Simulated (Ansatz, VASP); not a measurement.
# Al in VASP and in Ansatz

File INCAR:

```
ALGO     = Normal         # electronic algorithm
EDIFF    = 1E-6           # SCF threshold, eV
ENCUT    = 520            # plane-wave cutoff, eV
GGA      = PE             # functional
ISIF     = 2              # what is computed and relaxed
ISMEAR   = 0              # smearing method
LASPH    = T              # aspherical terms in the spheres
LCHARG   = F              # write CHGCAR
LREAL    = F              # projectors in reciprocal space
LWAVE    = F              # write WAVECAR
NBANDS   = 14             # bands
NELM     = 60             # most SCF steps
PREC     = Accurate       # precision mode
SIGMA    = 0.15           # smearing width, eV
```

File KPOINTS:

```
k-points
0
Gamma
  10 10 10
```

Contents of POSCAR:

```
Al
1.0
    0.0000000000     -3.2350204435      3.2350204435
    3.2350204435     -3.2350204435      0.0000000000
    3.2350204435      0.0000000000      3.2350204435
Al
4
Direct
    0.0000000000      0.0000000000      0.0000000000
    0.2500000000      0.2500000000      0.2500000000
    0.5000000000      0.5000000000      0.5000000000
    0.7500000000      0.7500000000      0.7500000000
```

Input for Ansatz:

```yaml
crystal:
  lattice:
    - [0.0, -3.2350204435, 3.2350204435]
    - [3.2350204435, -3.2350204435, 0.0]
    - [3.2350204435, 0.0, 3.2350204435]
  atoms:
    - { symbol: Al, position: [0.0, 0.0, 0.0] }
    - { symbol: Al, position: [0.25, 0.25, 0.25] }
    - { symbol: Al, position: [0.5, 0.5, 0.5] }
    - { symbol: Al, position: [0.75, 0.75, 0.75] }
basis:
  ecutwfc: 420
kpoints:
  mp_grid: { grid: [10, 10, 10] }
hamiltonian:
  xc: pbe
scf:
  occupations: { method: gaussian, width: 0.15 }
output:
  forces: true
  stress: true
  eigenvalues: true
  write_density: true
  write_potential: true
  elf: true
  volumetric_format: npy
```

Alike in both runs: task single point; functional PBE; k mesh 10 × 10 × 10; occupations gaussian, width 0.15 eV; no spin polarisation.

|  | VASP | Ansatz |
| --- | --- | --- |
| version | VASP 6.6.1 | Ansatz 0.2.0 |
| potentials or method | VASP PAW PBE potentials, release 64 (Al), cutoff 520 eV | scalar-relativistic, plane waves, PAW |
| valence electrons in the cell | 12 | 12 |

```csv
,VASP,Ansatz,Ansatz less VASP
gap on the k mesh at the Fermi level (eV),none,none,-
pressure (GPa),0.1,0.1,+0.02
```

A gap of «none» marks a metal or a gap that the smearing closes. With one functional, cell and mesh, what is left measures potentials, basis and numerics.
